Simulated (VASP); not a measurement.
# SnGe2O3 (P3m1) in VASP: further runs

Runs on SnGe2O3. Level: PBEsol. Tasks: single point, relaxation of cell and atoms.

Program: VASP 6.6.1. These are calculated values, not measurements. Logs are shortened: lines on timing, memory, paths and dates and some standing lists are left out, and cuts for length are marked.

## Step 1: The cell of the first run

Symmetry: P3m1, No. 156, trigonal system. Conventional cell: a = 4.050 Å, b = 4.050 Å, c = 6.477 Å, α = 90.00°, β = 90.00°, γ = 120.00°. Within 2.8 Å of Sn (site symmetry 3m) lie 4 O at 2.11 to 2.35 Å. Within 2.5 Å of Ge (site symmetry 3m) lie 4 O at 1.86 to 2.34 Å. Within 2.5 Å of Ge (site symmetry 3m) lie 4 O at 1.92 to 2.35 Å. Within 2.5 Å of O (site symmetry 3m) lie 4 Ge at 1.86 to 2.35 Å. O (site symmetry 3m) has 1 Ge at 1.92 Å and 3 Sn at 2.35 Å within 2.5 Å. O (site symmetry 3m) has 1 Sn at 2.11 Å and 3 Ge at 2.34 Å within 2.8 Å.

## Step 2: Single point, PBEsol

INCAR reads:

```
ALGO     = Normal         # electronic algorithm
EDIFF    = 1E-6           # SCF threshold, eV
ENCUT    = 520            # plane-wave cutoff, eV
GGA      = PS             # functional
ISIF     = 2              # what is computed and relaxed
ISMEAR   = -1             # smearing method
LASPH    = True           # aspherical terms in the spheres
LCHARG   = False          # write CHGCAR
LREAL    = False          # projectors in reciprocal space
LWAVE    = False          # write WAVECAR
NBANDS   = 39             # bands
NELM     = 100            # most SCF steps
PREC     = Accurate       # precision mode
SIGMA    = 0.03           # smearing width, eV
```

KPOINTS reads:

```
k-points
0
Gamma
  9 9 4
```

POSCAR reads:

```
SnGe2O3
1.0
    4.0498143873     -0.0000000034      0.0000000000
   -2.0249071907      3.5072421417      0.0000000000
    0.0000000000      0.0000000000      6.4771326301
Sn Ge O
1 2 3
Direct
    0.3333333333      0.6666666667      0.6370206085
    0.0000000000      0.0000000000      0.9841383421
    0.6666666667      0.3333333333      0.2995342332
    0.0000000000      0.0000000000      0.2710159202
    0.6666666667      0.3333333333      0.5956199311
    0.3333333333      0.6666666667      0.9626709648
```

Potentials or basis: VASP PAW PBE potentials, release 64 (Sn_d, Ge_d, O).

On the command line:

```
cat potpaw_PBE.64/Sn_d/POTCAR potpaw_PBE.64/Ge_d/POTCAR potpaw_PBE.64/O/POTCAR > POTCAR
mpirun -np 1 vasp_std > vasp.out
```

OUTCAR:

```text
EDIFF = 1E-6
   ENCUT = 520
   GGA = PS
   ISIF = 2
   ISMEAR = -1
   LASPH = True
   LREAL = False
   NELM = 100
   PREC = Accurate

 ion  position               nearest neighbor table
   1  0.333  0.667  0.637-   6 2.11   5 2.35   5 2.35   5 2.35   3 3.20   3 3.20   3 3.20   2 3.24
                             2 3.24   2 3.24
   2  0.000  0.000  0.984-   4 1.86   6 2.34   6 2.34   6 2.34   1 3.24   1 3.24   1 3.24
   3  0.667  0.333  0.300-   5 1.92   4 2.35   4 2.35   4 2.35   1 3.20   1 3.20   1 3.20
   4  0.000  0.000  0.271-   2 1.86   3 2.35   3 2.35   3 2.35
   5  0.667  0.333  0.596-   3 1.92   1 2.35   1 2.35   1 2.35
   6  0.333  0.667  0.963-   1 2.11   2 2.34   2 2.34   2 2.34

  LATTYP: Found a hexagonal cell.
 ALAT       =     4.0498143873
 C/A-ratio  =     1.5993653068

  Lattice vectors:

 A1 = (   4.0498143873,  -0.0000000034,   0.0000000000)
 A2 = (  -2.0249071907,   3.5072421417,   0.0000000000)
 A3 = (   0.0000000000,   0.0000000000,   6.4771326301)

Analysis of symmetry for initial positions (statically):
=====================================================================
 Subroutine PRICEL returns:
 Original cell was already a primitive cell.

 Routine SETGRP: Setting up the symmetry group for a
 hexagonal supercell.

 Subroutine GETGRP returns: Found  6 space group operations
 (whereof  6 operations were pure point group operations)
 out of a pool of 24 trial point group operations.

The static configuration has the point symmetry C_3v.

Analysis of symmetry for dynamics (positions and initial velocities):
=====================================================================
 Subroutine PRICEL returns:
 Original cell was already a primitive cell.

 Routine SETGRP: Setting up the symmetry group for a
 hexagonal supercell.

 Subroutine GETGRP returns: Found  6 space group operations
 (whereof  6 operations were pure point group operations)
 out of a pool of 24 trial point group operations.

The dynamic configuration has the point symmetry C_3v.

 Subroutine INISYM returns: Found  6 space group operations
 (whereof  6 operations are pure point group operations),
 and found     1 'primitive' translations

----------------------------------------------------------------------------------------

                                     Primitive cell

  volume of cell :      91.9991

  direct lattice vectors                    reciprocal lattice vectors
     4.049814387 -0.000000003  0.000000000     0.246924897  0.142562155  0.000000000
    -2.024907191  3.507242142  0.000000000     0.000000000  0.285124311  0.000000000
     0.000000000  0.000000000  6.477132630     0.000000000  0.000000000  0.154389304

  length of vectors
     4.049814387  4.049814387  6.477132630     0.285124311  0.285124311  0.154389304

  position of ions in fractional coordinates (direct lattice)
     0.333333333  0.666666667  0.637020609
     0.000000000  0.000000000  0.984138342
     0.666666667  0.333333333  0.299534233
     0.000000000  0.000000000  0.271015920
     0.666666667  0.333333333  0.595619931
     0.333333333  0.666666667  0.962670965

  ion indices of the primitive-cell ions
   primitive index   ion index
                 1           1
                 2           2
                 3           3
                 4           4
                 5           5
                 6           6

----------------------------------------------------------------------------------------

 KPOINTS: k-points

Automatic generation of k-mesh.
 Grid dimensions read from file:
 generate k-points for:    9    9    4

 Generating k-lattice:

  Cartesian coordinates                     Fractional coordinates (reciprocal lattice)
     0.027436100  0.015840239  0.000000000     0.111111111  0.000000000  0.000000000
     0.000000000  0.031680479  0.000000000     0.000000000  0.111111111  0.000000000
     0.000000000  0.000000000  0.038597326     0.000000000  0.000000000  0.250000000

  Length of vectors
     0.031680479  0.031680479  0.038597326

  Shift w.r.t. Gamma in fractional coordinates (k-lattice)
     0.000000000  0.000000000  0.000000000

 Subroutine IBZKPT returns following result:
 ===========================================

 Found     43 irreducible k-points:

 Following reciprocal coordinates:
            Coordinates               Weight
  0.000000  0.000000  0.000000      1.000000
  0.111111 -0.000000  0.000000      6.000000
  0.222222 -0.000000  0.000000      6.000000
  0.333333  0.000000  0.000000      6.000000
  0.444444 -0.000000  0.000000      6.000000
  0.111111  0.111111  0.000000      6.000000
[... 16 lines left out ...]
  0.222222  0.111111  0.250000     12.000000
 -0.111111  0.333333  0.250000     12.000000
 [... further k-points ...]
   k-points           NKPTS =     43   k-points in BZ     NKDIM =     43   number of bands    NBANDS=     39
   number of dos      NEDOS =    301   number of ions     NIONS =      6
   total plane-waves  NPLWV =  43200
   dimension x,y,z NGX =    30 NGY =   30 NGZ =   48
   dimension x,y,z NGXF=    60 NGYF=   60 NGZF=   96
   ions per type =               1   2   3
   NGX,Y,Z   is equivalent  to a cutoff of  12.32, 12.32, 12.32 a.u.
   NGXF,Y,Z  is equivalent  to a cutoff of  24.63, 24.63, 24.64 a.u.
 SYSTEM =  unknown system
   PREC   = accura    normal or accurate (medium, high low for compatibility)
   ISTART =      0    job   : 0-new  1-cont  2-samecut
   ICHARG =      2    charge: 1-file 2-atom 10-const
   ISPIN  =      1    spin polarized calculation?
   LNONCOLLINEAR =      F non collinear calculations
   LSORBIT =      F    spin-orbit coupling
   LASPH  =      T    aspherical Exc in radial PAW
   ENCUT  =  520.0 eV  38.22 Ry    6.18 a.u.   7.53  7.53 12.04*2*pi/ulx,y,z
   NELM   =    100;   NELMIN=  2; NELMDL= -5     # of ELM steps
   EDIFF  = 0.1E-05   stopping-criterion for ELM
   LREAL  =      F    real-space projection
   EDIFFG = 0.1E-04   stopping-criterion for IOM
   NSW    =      0    number of steps for IOM
   IBRION =     -1    ionic relax: 0-MD 1-quasi-New 2-CG
   NFREE  =      0    steps in history (QN), initial steepest desc. (CG)
   ISIF   =      2    stress and relaxation
   ISYM   =      2    0-nonsym 1-usesym 2-fastsym
   POTIM  = 0.5000    time-step for ionic-motion
   TEBEG  =    0.0;   TEEND  =   0.0 temperature during run
   PSTRESS=    0.0 pullay stress
   NELECT =      60.0000    total number of electrons
   NUPDOWN=      -1.0000    fix difference up-down
   EMIN   =  10.00;   EMAX   =-10.00  energy-range for DOS
   EFERMI =   0.00;   METHOD = LEGACY
   ISMEAR =    -1;   SIGMA  =   0.03  broadening in eV -4-tet -1-fermi 0-gaus
   EFERMI_NEDOS =   21; number of points for ismear=-14 and -15
   IALGO  =     38    algorithm
   IMIX   =      4    mixing-type and parameters
     AMIX     =   0.40;   BMIX     =  1.00
     AMIX_MAG =   1.60;   BMIX_MAG =  1.00
  volume/ion in A,a.u.               =      15.33       103.47
  Fermi-wavevector in a.u.,A,eV,Ry     =   1.419703  2.682849 27.423295  2.015555
  Thomas-Fermi vector in A             =   2.540695
   LORBIT       =      0    0 simple, 1 ext, 2 COOP (PROOUT), +10 PAW based schemes
   GGA     = PS    functional components
   LHFCALC =     F    Hartree Fock is set to
   AEXX    =    0.0000 exact exchange contribution
   IVDW    =     0    specifies the selected vdW correction
   LEPSILON=     F    determine dielectric tensor
   LRPA    =     F    only Hartree local field effects (RPA)
 non-spin polarized calculation
  energy-cutoff  :      520.00
  volume of cell :       92.00
 maximum number of plane-waves:      2503
 NGX is ok and might be reduce to    30
   NGX = 15   NGY = 15   NGZ = 25

 number of electron      60.0000007 magnetization

 Free energy of the ion-electron system (eV)
  ---------------------------------------------------
  ext. energy  EPLUGINS =         0.00000000
  ---------------------------------------------------
  free energy    TOTEN  =       -34.84025283 eV

  energy without entropy =      -34.84025283  energy(sigma->0) =      -34.84025283

 E-fermi :   6.2552     XC(G=0): -10.8188

 val. band max:        5.6549906187   @ k =   0.3333   0.3333   0.5000
 cond. band min:       7.0346821478   @ k =   0.4444   0.1111   0.5000
 fundamental gap:      1.3796915291
 Fermi energy:         6.2551915312

 k-point     1 :       0.0000    0.0000    0.0000
  band No.  band energies     occupation
      1     -19.1845      2.00000
      2     -19.1845      2.00000
      3     -19.1585      2.00000
      4     -19.1132      2.00000
      5     -19.1132      2.00000
      6     -19.0775      2.00000
[... 31 lines left out ...]
     38      10.4316      0.00000
     39      14.4401      0.00000

 k-point     2 :       0.1111   -0.0000    0.0000
  band No.  band energies     occupation
      1     -19.1880      2.00000
      2     -19.1837      2.00000
      3     -19.1550      2.00000
      4     -19.1134      2.00000
      5     -19.1122      2.00000
      6     -19.0798      2.00000
[... 31 lines left out ...]
     38      10.8092      0.00000
     39      14.2107      0.00000

 k-point     3 :       0.2222   -0.0000    0.0000
  band No.  band energies     occupation
      1     -19.1948      2.00000
      2     -19.1817      2.00000
      3     -19.1484      2.00000
      4     -19.1134      2.00000
      5     -19.1094      2.00000
      6     -19.0838      2.00000
[... 31 lines left out ...]
     38      11.2863      0.00000
     39      13.2266      0.00000

 k-point     4 :       0.3333    0.0000    0.0000
  band No.  band energies     occupation
      1     -19.2008      2.00000
      2     -19.1794      2.00000
      3     -19.1430      2.00000
      4     -19.1128      2.00000
      5     -19.1060      2.00000
      6     -19.0874      2.00000
[... 31 lines left out ...]
     38      11.6819      0.00000
     39      12.3292      0.00000
[... 754 lines left out ...]
     38      12.1254      0.00000
     39      13.4593      0.00000

 k-point    23 :       0.2222    0.1111    0.2500
  band No.  band energies     occupation
      1     -19.1985      2.00000
      2     -19.1806      2.00000
      3     -19.1446      2.00000
      4     -19.1132      2.00000
      5     -19.1072      2.00000
      6     -19.0860      2.00000
[... 31 lines left out ...]
     38      12.6923      0.00000
     39      13.5219      0.00000

 k-point    24 :      -0.1111    0.3333    0.2500
  band No.  band energies     occupation
      1     -19.1986      2.00000
      2     -19.1805      2.00000
      3     -19.1446      2.00000
      4     -19.1132      2.00000
      5     -19.1071      2.00000
      6     -19.0859      2.00000
[... 31 lines left out ...]
     38      12.4202      0.00000
     39      12.8777      0.00000

 [... further k-points ...]

------------------------ aborting loop because EDIFF is reached ----------------------------------------

  FORCE on cell =-STRESS in cart. coord.  units (eV):
  Direction    XX          YY          ZZ          XY          YZ          ZX
  --------------------------------------------------------------------------------------
  -------------------------------------------------------------------------------------
  Total        0.0226419      0.0226419      0.1299553      0.0000000     -0.0000000      0.0000000
  in kB        0.3943118      0.3943118      2.2631898      0.0000000     -0.0000000      0.0000000
  external PRESSURE =       1.0172711 kB  Pullay stress =       0.0000000 kB

 VOLUME and BASIS-vectors are now :
 -----------------------------------------------------------------------------
  energy-cutoff  :      520.00
  volume of cell :       92.00
      direct lattice vectors                 reciprocal lattice vectors
     4.049814387 -0.000000003  0.000000000     0.246924897  0.142562155  0.000000000
    -2.024907191  3.507242142  0.000000000     0.000000000  0.285124311  0.000000000
     0.000000000  0.000000000  6.477132630     0.000000000  0.000000000  0.154389304

 POSITION                                       TOTAL-FORCE (eV/Angst)
 -----------------------------------------------------------------------------------
      0.00000      2.33816      4.12607        -0.000000     -0.000000     -0.043351
      0.00000      0.00000      6.37439        -0.000000      0.000000     -0.025575
      2.02491      1.16908      1.94012        -0.000000     -0.000000     -0.026561
      0.00000      0.00000      1.75541        -0.000000     -0.000000      0.022924
      2.02491      1.16908      3.85791         0.000000     -0.000000      0.022706
      0.00000      2.33816      6.23535        -0.000000      0.000000      0.049857
 -----------------------------------------------------------------------------------
    total drift:                               -0.000000     -0.000001     -0.000657

  FREE ENERGIE OF THE ION-ELECTRON SYSTEM (eV)
  ---------------------------------------------------
  free  energy   TOTEN  =       -34.8402528259 eV

  energy  without entropy=      -34.8402528259  energy(sigma->0) =      -34.84025283
```

Run time: 65 s. Hardware: 1 thread of Intel Xeon 6975P-C (Granite Rapids), shared host; peak memory 0.29 GiB.

Results:

```
Free energy            : -34.8403 eV
Pressure               : 0.1 GPa
Largest force          : 0.050 eV/Å
Band gap on the k mesh : 1.38 eV (least direct gap 1.79 eV)
```

Forces on the atoms (eV/Å):
```
Sn   0.000  0.000 -0.043
Ge   0.000  0.000 -0.026
Ge   0.000  0.000 -0.027
O    0.000  0.000  0.023
O    0.000  0.000  0.023
O    0.000  0.000  0.050
```

Levels at points of the mesh, in eV from the valence-band top:
```tsv
k point	band 28	band 29	band 30	band 31	band 32	band 33
(0.00, 0.00, 0.00)	-3.41	-2.30	-1.92	2.89	2.89	3.39
(0.00, 0.00, 0.50)	-2.98	-2.69	-2.13	2.43	2.43	3.56
```

Caveat: the PAW data sets were made with another functional, which shifts forces and pressure a little; spin-orbit coupling is left out, which moves the levels of the heavy elements.

## Step 3: Relaxation of cell and atoms, PBEsol

This run uses another cell than the first one, of 14.26 Å³/atom.

INCAR reads:

```
SYSTEM = SnGe2O3
PREC     = Accurate       ! precision mode
ENCUT    = 600            ! plane-wave cutoff, eV
EDIFF    = 1E-7           ! SCF threshold, eV
ISMEAR   = -1             ! smearing method
SIGMA    = 0.03           ! smearing width, eV
LREAL    = .False.        ! projectors in reciprocal space
LASPH    = .True.         ! aspherical terms in the spheres
NELM     = 60             ! most SCF steps
ALGO     = Normal         ! electronic algorithm
ISIF     = 3              ! what is computed and relaxed
LWAVE    = .False.        ! write WAVECAR
LCHARG   = .False.        ! write CHGCAR
GGA      = PS             ! functional
IBRION   = 2              ! ionic algorithm
NSW      = 100            ! ionic steps
EDIFFG   = -0.01          ! ionic threshold
```

KPOINTS reads:

```
regular mesh
0
Gamma
  9 9 4
  0 0 0
```

POSCAR reads:

```
SnGe2O3
1.0
    3.4383925300      0.0000000000      0.0000000000
   -1.7191962600      2.9777352800      0.0000000000
    0.0000000000      0.0000000000      8.3560939300
Sn Ge O
1 2 3
Direct
    0.3333333300      0.6666666700      0.6641085800
    0.0000000000      0.0000000000      0.9968616400
    0.6666666700      0.3333333300      0.3376419600
    0.0000000000      0.0000000000      0.2503703200
    0.6666666700      0.3333333300      0.5920876800
    0.3333333300      0.6666666700      0.9089298200
```

Potentials or basis: VASP PAW PBE potentials, release 64 (Sn_d, Ge_d, O).

On the command line:

```
cat potpaw_PBE.64/Sn_d/POTCAR potpaw_PBE.64/Ge_d/POTCAR potpaw_PBE.64/O/POTCAR > POTCAR
mpirun -np 1 vasp_std > vasp.out
```

It took 46 min on 1 thread of Intel Xeon 6975P-C (Granite Rapids), shared host; peak memory 0.33 GiB.

The run converged. Its results:

| Quantity | Value |
| --- | --- |
| Free energy | -34.8151 eV |
| Relaxed volume | 15.26 Å³/atom |
| Relaxed cell | a = 4.030 Å, b = 4.030 Å, c = 6.510 Å, α = 90.00°, β = 90.00°, γ = 120.00° |
| Space group after relaxing (to 0.1 Å) | P3m1 (No. 156) |
| Energy gained by relaxing | 391.6 meV/atom |
| Ionic steps | 50 |
| Pressure after relaxing | -0.1 GPa |
| Largest force after relaxing | 0.009 eV/Å |
| Band gap on the k mesh | 1.36 eV (least direct gap 1.76 eV) |

Forces in eV/Å, atoms in the order of the input:
```
Sn   0.000  0.000  0.006
Ge   0.000  0.000  0.006
Ge   0.000  0.000 -0.009
O    0.000  0.000  0.001
O    0.000  0.000  0.004
O    0.000  0.000 -0.008
```

Step by step:
| step | energy change (eV) | largest force (eV/Å) | pressure (GPa) | volume (Å³) |
| --- | --- | --- | --- | --- |
| 1 | 0.0000 | 1.2612 | 21.47 | 85.55 |
| 3 | -1.1050 | 0.5925 | -0.18 | 103.94 |
| 5 | -1.1281 | 0.4113 | -0.38 | 104.13 |
| 7 | -1.1737 | 0.3707 | 0.00 | 103.22 |
| 9 | -1.3350 | 0.6643 | -0.73 | 102.40 |
| 11 | -0.8905 | 10.4376 | 4.36 | 94.71 |
| 13 | -1.7121 | 3.9806 | -0.68 | 98.37 |
| 15 | -1.7373 | 3.0121 | -1.18 | 99.21 |
| 17 | -1.7664 | 3.2819 | -1.40 | 98.91 |
| 19 | -1.8091 | 3.5129 | -1.77 | 98.35 |
| 21 | -2.0162 | 2.1126 | -3.22 | 97.27 |
| 23 | -2.1345 | 1.3806 | -4.87 | 95.50 |
| 25 | -2.2809 | 0.8116 | -1.04 | 91.58 |
| 27 | -2.2987 | 0.4858 | 0.85 | 89.98 |
| 29 | -2.3091 | 0.3221 | 0.89 | 89.92 |
| 31 | -2.3257 | 0.3612 | 0.17 | 90.64 |
| 33 | -2.3329 | 0.5289 | -0.01 | 92.68 |
| 35 | -2.3456 | 0.0839 | -0.27 | 92.01 |
| 37 | -2.3468 | 0.0724 | 0.03 | 91.73 |
| 39 | -2.3478 | 0.0602 | 0.13 | 91.56 |
| 41 | -2.3490 | 0.0237 | 0.06 | 91.57 |
| 43 | -2.3492 | 0.0298 | -0.11 | 91.70 |
| 45 | -2.3493 | 0.0155 | 0.00 | 91.60 |
| 47 | -2.3494 | 0.0150 | -0.01 | 91.58 |
| 49 | -2.3494 | 0.0158 | -0.09 | 91.57 |
| 50 | -2.3494 | 0.0095 | -0.05 | 91.57 |

Final structure:
```xyz
6
Lattice="4.0301 0.0000 0.0000 -2.0150 3.4902 0.0000 0.0000 0.0000 6.5105" Properties=species:S:1:pos:R:3 pbc="T T T"
Sn    0.0000    2.3268    4.1505
Ge    0.0000    0.0000    6.4062
Ge    2.0150    1.1634    1.9478
O     0.0000    0.0000    1.7613
O     2.0150    1.1634    3.8754
O     0.0000    2.3268    6.2730
```

Levels at points of the mesh, in eV from the valence-band top:
```
           k point  band 26  band 27  band 28  band 29  band 30  band 31  band 32  band 33  band 34  band 35
(0.00, 0.00, 0.00)    -3.61    -3.49    -3.49    -2.34    -1.98     2.88     2.88     3.39     3.39     4.10
(0.00, 0.00, 0.50)    -3.78    -3.78    -3.04    -2.74    -2.18     2.44     2.44     3.49     3.88     3.88
```

Caveat: a cell axis changed by over 15 % at a fixed basis, so the end point is rough; the PAW data sets were made with another functional, which shifts forces and pressure a little; spin-orbit coupling is left out, which moves the levels of the heavy elements. A k mesh can miss the band edges.
